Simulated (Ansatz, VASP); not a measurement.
# Two plane-wave programs on CdSe

File INCAR:

```
PREC     = Accurate       # precision mode
ENCUT    = 520            # plane-wave cutoff, eV
EDIFF    = 1E-7           # SCF threshold, eV
ISMEAR   = -1             # smearing method
SIGMA    = 0.02           # smearing width, eV
LREAL    = False          # projectors in reciprocal space
LASPH    = True           # aspherical terms in the spheres
NELM     = 100            # most SCF steps
ALGO     = Normal         # electronic algorithm
ISIF     = 2              # what is computed and relaxed
LWAVE    = False          # write WAVECAR
LCHARG   = False          # write CHGCAR
GGA      = PE             # functional
NBANDS   = 26             # bands
```

KPOINTS

```
regular mesh
0
Gamma
  12 12 4
```

Contents of POSCAR:

```
CdSe
1.0
    4.3407236653      0.0000000000      0.0000000000
   -2.1703618326      3.7591769650      0.0000000000
    0.0000000000      0.0000000000      7.1474124423
Cd Se
2 2
Direct
    0.3333333333      0.6666666667      0.0005782422
    0.6666666667      0.3333333333      0.5005782422
    0.3333333333      0.6666666667      0.3744217578
    0.6666666667      0.3333333333      0.8744217578
```

Input for Ansatz:

```yaml
crystal:
  lattice:
    - [4.3407236653, 0.0, 0.0]
    - [-2.1703618326, 3.759176965, 0.0]
    - [0.0, 0.0, 7.1474124423]
  atoms:
    - { symbol: Cd, position: [0.3333333333, 0.6666666667, 0.0005782422] }
    - { symbol: Cd, position: [0.6666666667, 0.3333333333, 0.5005782422] }
    - { symbol: Se, position: [0.3333333333, 0.6666666667, 0.3744217578] }
    - { symbol: Se, position: [0.6666666667, 0.3333333333, 0.8744217578] }
kpoints:
  mp_grid: { grid: [12, 12, 4] }
  band_path:
    path:
      - [0.0, 0.0, 0.0]
      - [0.5, 0.0, 0.0]
      - [0.3333333333, 0.3333333333, 0.0]
      - [0.0, 0.0, 0.5]
      - [0.5, 0.0, 0.5]
      - [0.3333333333, 0.3333333333, 0.5]
    npoints: 1
hamiltonian:
  xc: pbe
scf:
  occupations: { method: fermi_dirac, width: 0.02 }
  n_extra_bands: 5
output:
  forces: true
  stress: true
  eigenvalues: true
```

Change from the starting cell: uniaxial_z strain +1.0%.

Alike in both runs: task single point; functional PBE; k mesh 12 × 12 × 4; occupations fermi-dirac, width 0.02 eV; no spin polarisation.

|  | VASP | Ansatz |
| --- | --- | --- |
| version | VASP 6.6.1 | Ansatz 0.2.0 |
| potentials or method | VASP PAW PBE potentials, release 64 (Cd, Se) | plane waves, PAW |
| plane-wave cutoff (eV) | 520 | 420 |
| valence electrons in the cell | 36 | 72 |

|  | VASP | Ansatz | Ansatz less VASP |
| --- | --- | --- | --- |
| pressure (GPa) | 1.2 | 0.9 | -0.27 |
| traceless stress, the component that is largest in VASP (GPa) | -0.24 | -0.23 | +0.002 |

With one functional, cell and mesh, what is left measures potentials, basis and numerics. VASP's potentials hold 36 valence electrons a cell and Ansatz's 72, so a difference there can come from the potentials and not from the codes.
